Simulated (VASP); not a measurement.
# Bi in VASP: notebook

Runs on Bi. Level: LDA. Tasks: single point.

All numbers are computed with VASP 6.6.1; they aren't measurements. Logs are shortened: lines on timing, memory, paths and dates and some standing lists are left out, and cuts for length are marked.

## 1. The cell of the first run

The cell holds a slab with vacuum, 2 atoms: a = 4.419 Å, b = 4.419 Å, c = 28.000 Å, α = 90.00°, β = 90.00°, γ = 120.00°.

## 2. Single point, LDA

Contents of INCAR:

```
  PREC = Accurate
  ENCUT = 520
  EDIFF = 1E-7
  ISMEAR = 0
  SIGMA = 0.02
  LREAL = False
  LASPH = True
  NELM = 80
  ALGO = Normal
  ISIF = 2
  LWAVE = False
  LCHARG = True
  LDIPOL = True
  IDIPOL = 3
  DIPOL = 0.5 0.5 0.500
  LELF = True
  LVHAR = True
  LVACPOTAV = True
  NBANDS = 22
```

Contents of KPOINTS:

```
regular mesh
0
Gamma
  9 9 1
```

Contents of POSCAR:

```
Bi
1.0
    4.4190000000      0.0000000000      0.0000000000
   -2.2095000000      3.8269662593      0.0000000000
    0.0000000000      0.0000000000     28.0000000000
Bi
2
Direct
    0.3333333333      0.6666666667      0.5393750000
    0.6666666667      0.3333333333      0.4606250000
```

Potentials or basis: VASP PAW LDA potentials, release 64 (Bi_d).

Started as:

```console
$ cat potpaw_LDA.64/Bi_d/POTCAR > POTCAR
$ mpirun -np 1 vasp_std > vasp.out
```

OUTCAR:

```text
PREC = Accurate
   ENCUT = 520
   EDIFF = 1E-7
   ISMEAR = 0
   LREAL = False
   LASPH = True
   NELM = 80
   ISIF = 2

 ion  position               nearest neighbor table
   1  0.333  0.667  0.539-   2 3.37   2 3.37   2 3.37
   2  0.667  0.333  0.461-   1 3.37   1 3.37   1 3.37

  LATTYP: Found a hexagonal cell.
 ALAT       =     4.4190000000
 C/A-ratio  =     6.3362751754

  Lattice vectors:

 A1 = (   4.4190000000,   0.0000000000,   0.0000000000)
 A2 = (  -2.2095000000,   3.8269662593,   0.0000000000)
 A3 = (   0.0000000000,   0.0000000000,  28.0000000000)

Analysis of symmetry for initial positions (statically):
=====================================================================
 Subroutine PRICEL returns:
 Original cell was already a primitive cell.

 Routine SETGRP: Setting up the symmetry group for a
 hexagonal supercell.

 Subroutine GETGRP returns: Found 12 space group operations
 (whereof 12 operations were pure point group operations)
 out of a pool of 24 trial point group operations.

The static configuration has the point symmetry D_3d.

Analysis of symmetry for dynamics (positions and initial velocities):
=====================================================================
 Subroutine PRICEL returns:
 Original cell was already a primitive cell.

 Routine SETGRP: Setting up the symmetry group for a
 hexagonal supercell.

 Subroutine GETGRP returns: Found 12 space group operations
 (whereof 12 operations were pure point group operations)
 out of a pool of 24 trial point group operations.

The dynamic configuration has the point symmetry D_3d.

 Subroutine INISYM returns: Found 12 space group operations
 (whereof 12 operations are pure point group operations),
 and found     1 'primitive' translations

----------------------------------------------------------------------------------------

                                     Primitive cell

  volume of cell :     473.5182

  direct lattice vectors                    reciprocal lattice vectors
     4.419000000  0.000000000  0.000000000     0.226295542  0.130651792  0.000000000
    -2.209500000  3.826966259  0.000000000     0.000000000  0.261303584  0.000000000
     0.000000000  0.000000000 28.000000000     0.000000000  0.000000000  0.035714286

  length of vectors
     4.419000000  4.419000000 28.000000000     0.261303584  0.261303584  0.035714286

  position of ions in fractional coordinates (direct lattice)
     0.333333333  0.666666667  0.539375000
     0.666666667  0.333333333  0.460625000

  ion indices of the primitive-cell ions
   primitive index   ion index
                 1           1
                 2           2

----------------------------------------------------------------------------------------

 KPOINTS: regular mesh

Automatic generation of k-mesh.
 Grid dimensions read from file:
 generate k-points for:    9    9    1

 Generating k-lattice:

  Cartesian coordinates                     Fractional coordinates (reciprocal lattice)
     0.025143949  0.014516866  0.000000000     0.111111111  0.000000000  0.000000000
     0.000000000  0.029033732  0.000000000     0.000000000  0.111111111  0.000000000
     0.000000000  0.000000000  0.035714286     0.000000000  0.000000000  1.000000000

  Length of vectors
     0.029033732  0.029033732  0.035714286

  Shift w.r.t. Gamma in fractional coordinates (k-lattice)
     0.000000000  0.000000000  0.000000000

 Subroutine IBZKPT returns following result:
 ===========================================

 Found     12 irreducible k-points:

 Following reciprocal coordinates:
            Coordinates               Weight
  0.000000  0.000000  0.000000      1.000000
  0.111111  0.000000  0.000000      6.000000
  0.222222  0.000000  0.000000      6.000000
  0.333333  0.000000  0.000000      6.000000
  0.444444  0.000000  0.000000      6.000000
  0.111111  0.111111  0.000000      6.000000
  0.222222  0.111111  0.000000     12.000000
  0.333333  0.111111  0.000000     12.000000
  0.444444  0.111111  0.000000      6.000000
  0.222222  0.222222  0.000000      6.000000
  0.333333  0.222222  0.000000     12.000000
  0.333333  0.333333  0.000000      2.000000
   k-points           NKPTS =     12   k-points in BZ     NKDIM =     12   number of bands    NBANDS=     22
   number of dos      NEDOS =    301   number of ions     NIONS =      2
   total plane-waves  NPLWV = 272160
   dimension x,y,z NGX =    36 NGY =   36 NGZ =  210
   dimension x,y,z NGXF=    72 NGYF=   72 NGZF=  420
   ions per type =               2
   NGX,Y,Z   is equivalent  to a cutoff of  13.54, 13.54, 12.47 a.u.
   NGXF,Y,Z  is equivalent  to a cutoff of  27.09, 27.09, 24.94 a.u.
 SYSTEM =  unknown system
   PREC   = accura    normal or accurate (medium, high low for compatibility)
   ISTART =      0    job   : 0-new  1-cont  2-samecut
   ICHARG =      2    charge: 1-file 2-atom 10-const
   ISPIN  =      1    spin polarized calculation?
   LNONCOLLINEAR =      F non collinear calculations
   LSORBIT =      F    spin-orbit coupling
   LASPH  =      T    aspherical Exc in radial PAW
   ENCUT  =  520.0 eV  38.22 Ry    6.18 a.u.   8.22  8.22 52.06*2*pi/ulx,y,z
   NELM   =     80;   NELMIN=  2; NELMDL= -5     # of ELM steps
   EDIFF  = 0.1E-06   stopping-criterion for ELM
   LREAL  =      F    real-space projection
   EDIFFG = 0.1E-05   stopping-criterion for IOM
   NSW    =      0    number of steps for IOM
   IBRION =     -1    ionic relax: 0-MD 1-quasi-New 2-CG
   NFREE  =      0    steps in history (QN), initial steepest desc. (CG)
   ISIF   =      2    stress and relaxation
   ISYM   =      2    0-nonsym 1-usesym 2-fastsym
   POTIM  = 0.5000    time-step for ionic-motion
   TEBEG  =    0.0;   TEEND  =   0.0 temperature during run
   PSTRESS=    0.0 pullay stress
   NELECT =      30.0000    total number of electrons
   NUPDOWN=      -1.0000    fix difference up-down
   EMIN   =  10.00;   EMAX   =-10.00  energy-range for DOS
   EFERMI =   0.00;   METHOD = LEGACY
   ISMEAR =     0;   SIGMA  =   0.02  broadening in eV -4-tet -1-fermi 0-gaus
   EFERMI_NEDOS =   21; number of points for ismear=-14 and -15
   IALGO  =     38    algorithm
   IMIX   =      4    mixing-type and parameters
     AMIX     =   0.40;   BMIX     =  1.00
     AMIX_MAG =   1.60;   BMIX_MAG =  1.00
  volume/ion in A,a.u.               =     236.76      1597.73
  Fermi-wavevector in a.u.,A,eV,Ry     =   0.652634  1.233299  5.795145  0.425931
  Thomas-Fermi vector in A             =   1.722617
   LORBIT       =      0    0 simple, 1 ext, 2 COOP (PROOUT), +10 PAW based schemes
   GGA     = CA    functional components
   LHFCALC =     F    Hartree Fock is set to
   AEXX    =    0.0000 exact exchange contribution
   IVDW    =     0    specifies the selected vdW correction
   LEPSILON=     F    determine dielectric tensor
   LRPA    =     F    only Hartree local field effects (RPA)
 non-spin polarized calculation
 Gauss-broadening in eV      SIGMA  =   0.02
  energy-cutoff  :      520.00
  volume of cell :      473.52
 maximum number of plane-waves:     12790
 NGX is ok and might be reduce to    36
   NGX = 17   NGY = 17   NGZ =105

 dipolmoment           0.000000      0.000000      0.000000 electrons x Angstroem

 number of electron      29.9999994 magnetization

 dipolmoment           0.000000      0.000000     -0.000000 electrons x Angstroem

 Free energy of the ion-electron system (eV)
  ---------------------------------------------------
  ext. energy  EPLUGINS =         0.00000000
  ---------------------------------------------------
  free energy    TOTEN  =        -7.55623501 eV

  energy without entropy =       -7.55546952  energy(sigma->0) =       -7.55585226

 E-fermi :  -2.2327     XC(G=0):  -2.0990

 val. band max:       -2.3326422038   @ k =   0.1111   0.0000   0.0000
 cond. band min:      -2.2265968402   @ k =   0.3333   0.0000   0.0000
 fundamental gap:      0.1060453636
 Fermi energy:        -2.2327132154

 k-point     1 :       0.0000    0.0000    0.0000
  band No.  band energies     occupation
      1     -25.2710      2.00000
      2     -25.2710      2.00000
      3     -25.2281      2.00000
      4     -25.2231      2.00000
      5     -25.2231      2.00000
      6     -25.1694      2.00000
[... 14 lines left out ...]
     21       1.6006      0.00000
     22       2.0277      0.00000

 k-point     2 :       0.1111    0.0000    0.0000
  band No.  band energies     occupation
      1     -25.2705      2.00000
      2     -25.2684      2.00000
      3     -25.2261      2.00000
      4     -25.2222      2.00000
      5     -25.2205      2.00000
      6     -25.1702      2.00000
[... 14 lines left out ...]
     21       1.7577      0.00000
     22       2.1616      0.00000

 k-point     3 :       0.2222    0.0000    0.0000
  band No.  band energies     occupation
      1     -25.2692      2.00000
      2     -25.2608      2.00000
      3     -25.2266      2.00000
      4     -25.2138      2.00000
      5     -25.2135      2.00000
      6     -25.1750      2.00000
[... 14 lines left out ...]
     21       2.1417      0.00000
     22       2.4644      0.00000
[... 176 lines left out ...]
 k-point    11 :       0.3333    0.2222    0.0000
  band No.  band energies     occupation
      1     -25.2688      2.00000
      2     -25.2299      2.00000
      3     -25.2164      2.00000
      4     -25.2060      2.00000
      5     -25.2008      2.00000
      6     -25.1849      2.00000
[... 14 lines left out ...]
     21       3.5019      0.00000
     22       3.8041      0.00000

 k-point    12 :       0.3333    0.3333    0.0000
  band No.  band energies     occupation
      1     -25.2692      2.00000
      2     -25.2178      2.00000
      3     -25.2178      2.00000
      4     -25.2101      2.00000
      5     -25.1956      2.00000
      6     -25.1956      2.00000
[... 14 lines left out ...]
     21       3.6156      0.00000
     22       4.0512      0.00000

------------------------ aborting loop because EDIFF is reached ----------------------------------------

 vacuum level on the upper side and lower side of the slab       (xc-potential included)        -0.087        -0.087

  FORCE on cell =-STRESS in cart. coord.  units (eV):
  Direction    XX          YY          ZZ          XY          YZ          ZX
  --------------------------------------------------------------------------------------
  -------------------------------------------------------------------------------------
  Total       -3.4553262     -3.4553262     -6.0893801      0.0000000     -0.0000000     -0.0000000
  in kB      -11.6913045    -11.6913045    -20.6037846      0.0000000     -0.0000000     -0.0000000
  external PRESSURE =     -14.6621312 kB  Pullay stress =       0.0000000 kB

 VOLUME and BASIS-vectors are now :
 -----------------------------------------------------------------------------
  energy-cutoff  :      520.00
  volume of cell :      473.52
      direct lattice vectors                 reciprocal lattice vectors
     4.419000000  0.000000000  0.000000000     0.226295542  0.130651792  0.000000000
    -2.209500000  3.826966259  0.000000000     0.000000000  0.261303584  0.000000000
     0.000000000  0.000000000 28.000000000     0.000000000  0.000000000  0.035714286

 POSITION                                       TOTAL-FORCE (eV/Angst)
 -----------------------------------------------------------------------------------
     -0.00000      2.55131     15.10250         0.000000      0.000000     -2.747455
      2.20950      1.27566     12.89750        -0.000000     -0.000000      2.747455
 -----------------------------------------------------------------------------------
    total drift:                               -0.000000      0.000000     -0.000000

  FREE ENERGIE OF THE ION-ELECTRON SYSTEM (eV)
  ---------------------------------------------------
  free  energy   TOTEN  =        -7.5562350075 eV

  energy  without entropy=       -7.5554695211  energy(sigma->0) =       -7.55585226

 vacuum level on the upper side and lower side of the slab         1.503         1.503
```

It took 5 min on 1 thread of AMD EPYC 7R13, shared host; peak memory 0.42 GiB.

Results:

| Quantity | Value |
| --- | --- |
| Free energy | -7.5562 eV |
| Largest force | 2.747 eV/Å |
| Band gap on the k mesh | zero (bands 15 and 16 overlap by 0.11 eV) |
| Work function of the upper face | 3.74 eV |
| Work function of the lower face | 3.74 eV |

Forces on the atoms (eV/Å):
```
Bi   0.000  0.000 -2.747
Bi   0.000  0.000  2.747
```

Caveat: spin-orbit coupling is left out, which moves the levels of the heavy elements.

[end of part 1 of 2]

The gap in the log of VASP goes by the Fermi energy; the results here count the filled bands.